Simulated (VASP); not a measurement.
Set up this calculation in VASP 6.6.1, as the native input.

* Task: single point
* Functional: PBE
* Potentials or basis: VASP PAW PBE potentials, release 64 (Co, Al)
* Cutoff: 520 eV
* k mesh: 15 × 15 × 15
* Occupations: fermi-dirac, width 0.05 eV
* Spin: no spin polarisation
* Dipole correction: no
* Further INCAR settings: ALGO = Normal; EDIFF = 1e-07; NBANDS = 13

The structure of AlCo (rocksalt type) lies in POSCAR:

```
AlCo
1.0
    0.0000000000      2.3454805526      2.3454805526
    2.3454805526      0.0000000000      2.3454805526
    2.3454805526      2.3454805526      0.0000000000
Co Al
1 1
Direct
    0.0000000000      0.0000000000      0.0000000000
    0.5000000000      0.5000000000      0.5000000000
```

The input as run:

INCAR

```
SYSTEM = AlCo
PREC = Accurate ; ENCUT = 520
EDIFF = 1E-7 ; ISMEAR = -1
SIGMA = 0.05 ; LREAL = .FALSE.
LASPH = .TRUE. ; NELM = 60
ALGO = Normal ; ISIF = 2
LWAVE = .FALSE. ; LCHARG = .FALSE.
GGA = PE ; NBANDS = 13
```

KPOINTS

```
regular mesh
0
G
  15 15 15
  0 0 0
```

Potentials or basis: VASP PAW PBE potentials, release 64 (Co, Al).

The run is started by

```console
$ cat potpaw_PBE.64/Co/POTCAR potpaw_PBE.64/Al/POTCAR > POTCAR
$ mpirun -np 1 vasp_std > vasp.out
```

Results of the run:

The pressure is 8.4 GPa and the band gap on the k mesh is zero (bands 6 and 7 overlap by 0.09 eV).

Caveat: the cell stands under pressure; the run has no spin polarisation, though such a crystal can be magnetic.

Wall time 100 s on 1 thread of Intel Xeon 8259CL (shared host), peak memory 0.19 GiB.
